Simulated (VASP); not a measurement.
Wanted: the native input for a VASP 6.6.1 run.

* Task: single point
* Functional: r2SCAN
* Potentials or basis: VASP PAW PBE potentials, release 64 (Sn_d)
* Cutoff: 520 eV
* k mesh: 6 × 6 × 6
* Occupations: fermi-dirac, width 0.02 eV
* Spin: no spin polarisation
* Dipole correction: no
* Further INCAR settings: ALGO = Normal; EDIFF = 1e-06; NBANDS = 21

The system is Sn.

```xyz
2
Lattice="-0.1080 3.2750 3.2750 3.2750 -0.1080 3.2750 3.2750 3.2750 -0.1080" Properties=species:S:1:pos:R:3 pbc="T T T"
Sn   -0.0182   -0.0182   -0.0182
Sn    1.6287    1.6287    1.6287
```

This cell differs from its parent crystal: epitaxial 111 strain +3.0%.

These files were run (other wordings do the same):

POSCAR

```
Sn
1.0
   -0.1080365728      3.2749570008      3.2749570008
    3.2749570008     -0.1080365728      3.2749570008
    3.2749570008      3.2749570008     -0.1080365728
Sn
2
Direct
   -0.0028307295     -0.0028307295     -0.0028307295
    0.2528307295      0.2528307295      0.2528307295
```

INCAR.step1

```
SYSTEM = Sn
PREC = Accurate
ENCUT = 520
ISMEAR = -1
SIGMA = 0.02
LREAL = .FALSE.
LASPH = .TRUE.
NELM = 100
NBANDS = 21
GGA = PE
ALGO = Normal
EDIFF = 1E-4
LWAVE = .TRUE.
LCHARG = .FALSE.
```

INCAR.step2

```
SYSTEM = Sn
PREC = Accurate
ENCUT = 520
EDIFF = 1E-6
ISMEAR = -1
SIGMA = 0.02
LREAL = .FALSE.
LASPH = .TRUE.
NELM = 100
ALGO = Normal
ISIF = 2
LWAVE = .FALSE.
LCHARG = .TRUE.
METAGGA = R2SCAN
LMIXTAU = .TRUE.
LELF = .TRUE.
LVHAR = .TRUE.
NBANDS = 21
ISTART = 1
```

KPOINTS

```
regular mesh
0
G
  6 6 6
  0 0 0
```

Potentials or basis: VASP PAW PBE potentials, release 64 (Sn_d).

Launch:

```bash
$ cat potpaw_PBE.64/Sn_d/POTCAR > POTCAR
$ cp INCAR.step1 INCAR
$ mpirun -np 1 vasp_std > vasp.out
$ cp INCAR.step2 INCAR
$ mpirun -np 1 vasp_std > vasp.out
```

Results of the run:

The pressure is -1.5 GPa. The band gap on the k mesh is zero (bands 14 and 15 overlap by 0.33 eV).

Caveat: the cell differs from its parent crystal (epitaxial 111 strain +3.0%); the PAW data sets were made with another functional, which shifts forces and pressure a little; spin-orbit coupling is left out, which moves the levels of the heavy elements.

Wall time 110 s on 1 thread of AMD EPYC 9R45 96-Core Processor (Zen 5) (shared host), peak memory 0.2 GiB.
